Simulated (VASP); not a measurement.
# SnC2S2N2 (P1) in VASP: single point with PBE

Aim: the single point of SnC2S2N2 with PBE.

Everything below comes from runs of VASP 6.6.1. Logs are shortened: lines on timing, memory, paths and dates and some standing lists are left out, and cuts for length are marked.

**1. The cell of the first run**

The typed cell holds 14 atoms: a = 5.702 Å, b = 5.061 Å, c = 10.437 Å, α = 83.61°, β = 80.34°, γ = 93.59°.

**2. Single point, PBE**

File INCAR:

```
SYSTEM = SnC2S2N2
PREC = Accurate ; ENCUT = 1000
EDIFF = 1E-6 ; ISMEAR = -1
SIGMA = 0.1 ; LREAL = .False.
LASPH = .True. ; NELM = 120
ALGO = Normal ; ISIF = 2
LWAVE = .False. ; LCHARG = .False.
GGA = PE ; NBANDS = 57
GGA_COMPAT = .False.
```

File KPOINTS:

```
regular mesh
0
Gamma
  3 3 2
  0 0 0
```

File POSCAR:

```
SnC2S2N2
1.0
    5.7014610000     -0.0165490000     -0.0394660000
   -0.3022210000      5.0520930000     -0.0224410000
    1.8262730000      1.3187870000     10.1908990000
Sn N S C
2 4 4 4
Direct
    0.1923732376      0.1737657125      0.2527224221
    0.8130911936      0.8297822468      0.7436581994
    0.7723221747      0.0773747684      0.9102475487
    0.2212481596      0.9132169698      0.0919142935
    0.4108546622      0.8629385992      0.3503213009
    0.5887950583      0.1404924877      0.6496984395
    0.8520639926      0.7359417865      0.4045076717
    0.1364792218      0.2685949319      0.5940125427
    0.7199114777      0.3844966227      0.1257702108
    0.2815324159      0.6228945050      0.8741435210
    0.6002630493      0.8081039058      0.3715214567
    0.3984855441      0.1902910452      0.6241367863
    0.7584611313      0.2003850984      1.0024087442
    0.2502784826      0.8000378450      0.9974205553
```

Potentials or basis: VASP PAW PBE potentials, release 64 (Sn_d, N_h, S, C_h).

Started as:

```
$ cat potpaw_PBE.64/Sn_d/POTCAR potpaw_PBE.64/N_h/POTCAR potpaw_PBE.64/S/POTCAR potpaw_PBE.64/C_h/POTCAR > POTCAR
$ mpirun -np 1 vasp_std > vasp.out
```

OUTCAR:

```text
SYSTEM = SnC2S2N2
   PREC = Accurate
   ENCUT = 1000
   EDIFF = 1E-6
   ISMEAR = -1
   LREAL = .False.
   LASPH = .True.
   NELM = 120
   ISIF = 2
   GGA = PE

 ion  position               nearest neighbor table
   1  0.192  0.174  0.253-   4 2.24   5 2.32   7 2.97   9 3.14
   2  0.813  0.830  0.744-   3 2.24   6 2.32   8 2.92  10 3.17
   3  0.772  0.077  0.910-  13 1.20   2 2.24
   4  0.221  0.913  0.092-  14 1.19   1 2.24
   5  0.411  0.863  0.350-  11 1.18   1 2.32
   6  0.589  0.140  0.650-  12 1.20   2 2.32
   7  0.852  0.736  0.405-  11 1.59   1 2.97
   8  0.136  0.269  0.594-  12 1.64   2 2.92
   9  0.720  0.384  0.126-  13 1.66   1 3.14
  10  0.282  0.623  0.874-  14 1.64   2 3.17
  11  0.600  0.808  0.372-   5 1.18   7 1.59
  12  0.398  0.190  0.624-   6 1.20   8 1.64
  13  0.758  0.200  0.002-   3 1.20   9 1.66
  14  0.250  0.800  0.997-   4 1.19  10 1.64

  LATTYP: Found a triclinic cell.
 ALAT       =     5.7016216087
 B/A-ratio  =     1.3780643957
 C/A-ratio  =     2.0127747065
 COS(alpha) =     0.0309039032
 COS(beta)  =     0.3165756350
 COS(gamma) =     0.7659651236

  Lattice vectors:

 A1 = (   5.7014610000,  -0.0165490000,  -0.0394660000)
 A2 = (   6.0036820000,  -5.0686420000,  -0.0170250000)
 A3 = (   3.5729670000,   3.7167570000, -10.2528060000)

Analysis of symmetry for initial positions (statically):
=====================================================================
 Subroutine PRICEL returns:
 Original cell was already a primitive cell.

 Routine SETGRP: Setting up the symmetry group for a
 triclinic supercell.

 Subroutine GETGRP returns: Found  1 space group operations
 (whereof  1 operations were pure point group operations)
 out of a pool of  2 trial point group operations.

The static configuration has the point symmetry C_1 .

Analysis of symmetry for dynamics (positions and initial velocities):
=====================================================================
 Subroutine PRICEL returns:
 Original cell was already a primitive cell.

 Routine SETGRP: Setting up the symmetry group for a
 triclinic supercell.

 Subroutine GETGRP returns: Found  1 space group operations
 (whereof  1 operations were pure point group operations)
 out of a pool of  2 trial point group operations.

The dynamic configuration has the point symmetry C_1 .

 Subroutine INISYM returns: Found  1 space group operations
 (whereof  1 operations are pure point group operations),
 and found     1 'primitive' translations

----------------------------------------------------------------------------------------

                                     Primitive cell

  volume of cell :     294.0401

  direct lattice vectors                    reciprocal lattice vectors
     5.701461000 -0.016549000 -0.039466000     0.175197052  0.010335053 -0.032733852
    -0.302221000  5.052093000 -0.022441000     0.000396551  0.197847445 -0.025674168
     1.826273000  1.318787000 10.190899000     0.000679354  0.000475697  0.097943466

  length of vectors
     5.701621609  5.061174252 10.436900625     0.178528220  0.199506721  0.097946977

  position of ions in fractional coordinates (direct lattice)
     0.192373238  0.173765712  0.252722422
     0.813091194  0.829782247  0.743658199
     0.772322175  0.077374768  0.910247549
     0.221248160  0.913216970  0.091914293
     0.410854662  0.862938599  0.350321301
     0.588795058  0.140492488  0.649698439
     0.852063993  0.735941786  0.404507672
     0.136479222  0.268594932  0.594012543
     0.719911478  0.384496623  0.125770211
     0.281532416  0.622894505  0.874143521
     0.600263049  0.808103906  0.371521457
     0.398485544  0.190291045  0.624136786
     0.758461131  0.200385098  0.002408744
     0.250278483  0.800037845  0.997420555

  ion indices of the primitive-cell ions
   primitive index   ion index
                 1           1
                 2           2
                 3           3
                 4           4
                 5           5
                 6           6
                 7           7
                 8           8
                 9           9
                10          10
                11          11
                12          12
                13          13
                14          14

----------------------------------------------------------------------------------------

 KPOINTS: regular mesh

Automatic generation of k-mesh.
 Grid dimensions read from file:
 generate k-points for:    3    3    2

 Generating k-lattice:

  Cartesian coordinates                     Fractional coordinates (reciprocal lattice)
     0.058399017  0.003445018 -0.010911284     0.333333333 -0.000000000 -0.000000000
     0.000132184  0.065949148 -0.008558056    -0.000000000  0.333333333 -0.000000000
     0.000339677  0.000237848  0.048971733     0.000000000  0.000000000  0.500000000

  Length of vectors
     0.059509407  0.066502240  0.048973489

  Shift w.r.t. Gamma in fractional coordinates (k-lattice)
     0.000000000  0.000000000  0.000000000

 Subroutine IBZKPT returns following result:
 ===========================================

 Found     10 irreducible k-points:

 Following reciprocal coordinates:
            Coordinates               Weight
  0.000000  0.000000  0.000000      1.000000
  0.333333 -0.000000  0.000000      2.000000
 -0.000000  0.333333 -0.000000      2.000000
  0.333333  0.333333  0.000000      2.000000
 -0.333333  0.333333  0.000000      2.000000
 -0.000000  0.000000  0.500000      1.000000
  0.333333 -0.000000  0.500000      2.000000
  0.000000  0.333333  0.500000      2.000000
  0.333333  0.333333  0.500000      2.000000
 -0.333333  0.333333  0.500000      2.000000
   k-points           NKPTS =     10   k-points in BZ     NKDIM =     10   number of bands    NBANDS=     57
   number of dos      NEDOS =    301   number of ions     NIONS =     14
   total plane-waves  NPLWV = 349920
   dimension x,y,z NGX =    60 NGY =   54 NGZ =  108
   dimension x,y,z NGXF=   120 NGYF=  108 NGZF=  216
   ions per type =               2   4   4   4
   NGX,Y,Z   is equivalent  to a cutoff of  17.49, 17.74, 17.20 a.u.
   NGXF,Y,Z  is equivalent  to a cutoff of  34.99, 35.48, 34.41 a.u.
 SYSTEM =  SnC2S2N2
   PREC   = accura    normal or accurate (medium, high low for compatibility)
   ISTART =      0    job   : 0-new  1-cont  2-samecut
   ICHARG =      2    charge: 1-file 2-atom 10-const
   ISPIN  =      1    spin polarized calculation?
   LNONCOLLINEAR =      F non collinear calculations
   LSORBIT =      F    spin-orbit coupling
   LASPH  =      T    aspherical Exc in radial PAW
   ENCUT  = 1000.0 eV  73.50 Ry    8.57 a.u.  14.70 13.05 26.91*2*pi/ulx,y,z
   NELM   =    120;   NELMIN=  2; NELMDL= -5     # of ELM steps
   EDIFF  = 0.1E-05   stopping-criterion for ELM
   LREAL  =      F    real-space projection
   EDIFFG = 0.1E-04   stopping-criterion for IOM
   NSW    =      0    number of steps for IOM
   IBRION =     -1    ionic relax: 0-MD 1-quasi-New 2-CG
   NFREE  =      0    steps in history (QN), initial steepest desc. (CG)
   ISIF   =      2    stress and relaxation
   ISYM   =      2    0-nonsym 1-usesym 2-fastsym
   POTIM  = 0.5000    time-step for ionic-motion
   TEBEG  =    0.0;   TEEND  =   0.0 temperature during run
   PSTRESS=    0.0 pullay stress
   NELECT =      88.0000    total number of electrons
   NUPDOWN=      -1.0000    fix difference up-down
   EMIN   =  10.00;   EMAX   =-10.00  energy-range for DOS
   EFERMI =   0.00;   METHOD = LEGACY
   ISMEAR =    -1;   SIGMA  =   0.10  broadening in eV -4-tet -1-fermi 0-gaus
   EFERMI_NEDOS =   21; number of points for ismear=-14 and -15
   IALGO  =     38    algorithm
   IMIX   =      4    mixing-type and parameters
     AMIX     =   0.40;   BMIX     =  1.00
     AMIX_MAG =   1.60;   BMIX_MAG =  1.00
  volume/ion in A,a.u.               =      21.00       141.73
  Fermi-wavevector in a.u.,A,eV,Ry     =   1.095049  2.069342 16.315183  1.199132
  Thomas-Fermi vector in A             =   2.231365
   LORBIT       =      0    0 simple, 1 ext, 2 COOP (PROOUT), +10 PAW based schemes
   GGA     = PE    functional components
   LHFCALC =     F    Hartree Fock is set to
   AEXX    =    0.0000 exact exchange contribution
   IVDW    =     0    specifies the selected vdW correction
   LEPSILON=     F    determine dielectric tensor
   LRPA    =     F    only Hartree local field effects (RPA)
 non-spin polarized calculation
  energy-cutoff  :     1000.00
  volume of cell :      294.04
 maximum number of plane-waves:     21135
   NGX = 29   NGY = 27   NGZ = 53

 number of electron      88.0000000 magnetization

 Free energy of the ion-electron system (eV)
  ---------------------------------------------------
  ext. energy  EPLUGINS =         0.00000000
  ---------------------------------------------------
  free energy    TOTEN  =       -92.54186576 eV

  energy without entropy =      -92.54186192  energy(sigma->0) =      -92.54186384

 E-fermi :   2.7461     XC(G=0):  -8.2448

 val. band max:        1.3790354249   @ k =  -0.3333   0.3333   0.0000
 cond. band min:       4.0469545153   @ k =   0.3333  -0.0000   0.0000
 fundamental gap:      2.6679190904
 Fermi energy:         2.7461104892

 k-point     1 :       0.0000    0.0000    0.0000
  band No.  band energies     occupation
      1     -19.2856      2.00000
      2     -19.2769      2.00000
      3     -19.2675      2.00000
      4     -19.2609      2.00000
      5     -19.2454      2.00000
      6     -19.2386      2.00000
[... 48 lines left out ...]
     55       6.6347      0.00000
     56       7.1042      0.00000

 k-point     2 :       0.3333   -0.0000    0.0000
  band No.  band energies     occupation
      1     -19.2861      2.00000
      2     -19.2767      2.00000
      3     -19.2675      2.00000
      4     -19.2614      2.00000
      5     -19.2452      2.00000
      6     -19.2388      2.00000
[... 48 lines left out ...]
     55       6.8226      0.00000
     56       7.0688      0.00000

 k-point     3 :      -0.0000    0.3333   -0.0000
  band No.  band energies     occupation
      1     -19.2858      2.00000
      2     -19.2770      2.00000
      3     -19.2683      2.00000
      4     -19.2612      2.00000
      5     -19.2453      2.00000
      6     -19.2399      2.00000
[... 346 lines left out ...]
 k-point     9 :       0.3333    0.3333    0.5000
  band No.  band energies     occupation
      1     -19.2863      2.00000
      2     -19.2769      2.00000
      3     -19.2684      2.00000
      4     -19.2617      2.00000
      5     -19.2450      2.00000
      6     -19.2401      2.00000
[... 48 lines left out ...]
     55       6.8094      0.00000
     56       7.0653      0.00000

 k-point    10 :      -0.3333    0.3333    0.5000
  band No.  band energies     occupation
      1     -19.2863      2.00000
      2     -19.2769      2.00000
      3     -19.2684      2.00000
      4     -19.2617      2.00000
      5     -19.2450      2.00000
      6     -19.2401      2.00000
[... 48 lines left out ...]
     55       6.8902      0.00000
     56       6.9572      0.00000
 [bands above 56 left out]

------------------------ aborting loop because EDIFF is reached ----------------------------------------

  FORCE on cell =-STRESS in cart. coord.  units (eV):
  Direction    XX          YY          ZZ          XY          YZ          ZX
  --------------------------------------------------------------------------------------
  -------------------------------------------------------------------------------------
  Total        0.4799361     -2.4283334     -3.7005647      0.3341663     -2.7730581      0.1367811
  in kB        2.6150944    -13.2315979    -20.1637810      1.8208185    -15.1099468      0.7452982
  external PRESSURE =     -10.2600948 kB  Pullay stress =       0.0000000 kB

 VOLUME and BASIS-vectors are now :
 -----------------------------------------------------------------------------
  energy-cutoff  :     1000.00
  volume of cell :      294.04
      direct lattice vectors                 reciprocal lattice vectors
     5.701461000 -0.016549000 -0.039466000     0.175197052  0.010335053 -0.032733852
    -0.302221000  5.052093000 -0.022441000     0.000396551  0.197847445 -0.025674168
     1.826273000  1.318787000 10.190899000     0.000679354  0.000475697  0.097943466

 POSITION                                       TOTAL-FORCE (eV/Angst)
 -----------------------------------------------------------------------------------
      1.50583      1.20798      2.56398         0.187515     -0.375025      0.090074
      5.74315      5.15941      7.52784        -0.154736      0.314166     -0.031425
      6.04234      1.57855      9.24402         0.253826      0.960285      1.195401
      1.15330      4.73121      0.90746         0.042259     -0.249929     -0.508267
      2.72146      4.81485      3.53451        -0.516217      0.124338     -0.254474
      4.50106      1.55685      6.59462        -1.118408      0.127024     -0.249476
      5.37433      4.23740      4.07215         1.447088     -0.240406      0.165329
      1.78178      2.13808      6.04211         0.441788     -0.244787      0.111483
      4.21803      2.09646      1.24467         0.119824     -1.054082     -0.964704
      3.01332      4.29507      8.88322         0.042205      0.570156      0.409004
      3.85665      4.56264      3.74431        -1.006893      0.450728     -0.138528
      3.35428      1.77788      6.34052         0.741460     -0.154923      0.356408
      4.26817      1.00299     -0.00988        -0.458656     -0.097844     -0.319855
      3.00673      5.35311     10.13678        -0.021054     -0.129702      0.139029
 -----------------------------------------------------------------------------------
    total drift:                               -0.000182     -0.000029     -0.000214

  FREE ENERGIE OF THE ION-ELECTRON SYSTEM (eV)
  ---------------------------------------------------
  free  energy   TOTEN  =       -92.5418657602 eV

  energy  without entropy=      -92.5418619214  energy(sigma->0) =      -92.54186384
```

Wall time 9.8 min (1 thread of Intel Xeon Platinum 8488C (Sapphire Rapids), shared host); peak memory 0.94 GiB.

What came out:

```
Free energy            : -92.5419 eV
Pressure               : -1.0 GPa
Largest force          : 1.554 eV/Å
Band gap on the k mesh : 2.67 eV (least direct gap 2.68 eV)
```

Forces on the atoms (eV/Å):
```
Sn   0.188 -0.375  0.090
Sn  -0.155  0.314 -0.031
N    0.254  0.960  1.195
N    0.042 -0.250 -0.508
N   -0.516  0.124 -0.254
N   -1.118  0.127 -0.249
S    1.447 -0.240  0.165
S    0.442 -0.245  0.111
S    0.120 -1.054 -0.965
S    0.042  0.570  0.409
C   -1.007  0.451 -0.139
C    0.741 -0.155  0.356
C   -0.459 -0.098 -0.320
C   -0.021 -0.130  0.139
```

Caveat: spin-orbit coupling is left out, which moves the levels of the heavy elements; forces of over 1 eV/Å act on the atoms, so gaps and moduli don't describe the material at rest.
